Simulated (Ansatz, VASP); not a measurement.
## One calculation of Cd, two programs

File INCAR:

```
ALGO = Fast ; EDIFF = 1E-6
EDIFFG = -0.005 ; ENCUT = 600
GGA = PE ; IBRION = 2
ISIF = 3 ; ISMEAR = 0
LASPH = T ; LCHARG = F
LREAL = F ; LWAVE = F
NELM = 100 ; NSW = 100
PREC = Accurate ; SIGMA = 0.1
```

Contents of KPOINTS:

```
k-points
0
Gamma
  16 16 16
```

Contents of POSCAR:

```
Cd
1.0
    0.0000000000      2.2181497500      2.2181497500
    2.2181497500      0.0000000000      2.2181497500
    2.2181497500      2.2181497500      0.0000000000
Cd
1
Direct
    0.0000000000      0.0000000000      0.0000000000
```

Input for Ansatz:

```yaml
crystal:
  lattice:
    - [0.0, 2.21814975, 2.21814975]
    - [2.21814975, 0.0, 2.21814975]
    - [2.21814975, 2.21814975, 0.0]
  atoms:
    - { symbol: Cd, position: [0.0, 0.0, 0.0] }
basis:
  ecutwfc: 420
kpoints:
  mp_grid: { grid: [16, 16, 16] }
hamiltonian:
  xc: pbe
scf:
  occupations: { method: gaussian, width: 0.1 }
output:
  forces: true
  stress: true
  eigenvalues: true
relax:
  adjacent_minimum: "off"
  f_tol: 0.005
  max_steps: 80
  cell: { stress_tol: 0.05 }
```

Alike in both runs: task relaxation of cell and atoms; functional PBE; k mesh 16 × 16 × 16; occupations gaussian, width 0.1 eV; no spin polarisation.

```csv
,VASP,Ansatz
version,VASP 6.6.1,Ansatz 0.2.0
potentials or method,"VASP PAW PBE potentials, release 64 (Cd), cutoff 600 eV","scalar-relativistic, plane waves, PAW"
valence electrons in the cell,12,20
```

Ansatz gave:

* gap on the k mesh at the Fermi level, each at its own relaxed structure (eV): none
* relaxed volume (Å³/atom): 22.91
* relaxed cell length with the largest relative difference (Å): 3.188

Q: Estimate VASP's values.

A: gap on the k mesh at the Fermi level, each at its own relaxed structure (eV): none; relaxed volume (Å³/atom): 23.00; relaxed cell length with the largest relative difference (Å): 3.192.

A gap of «none» marks a metal or a gap that the smearing closes. VASP's potentials hold 12 valence electrons a cell and Ansatz's 20, so a difference there can come from the potentials and not from the codes.
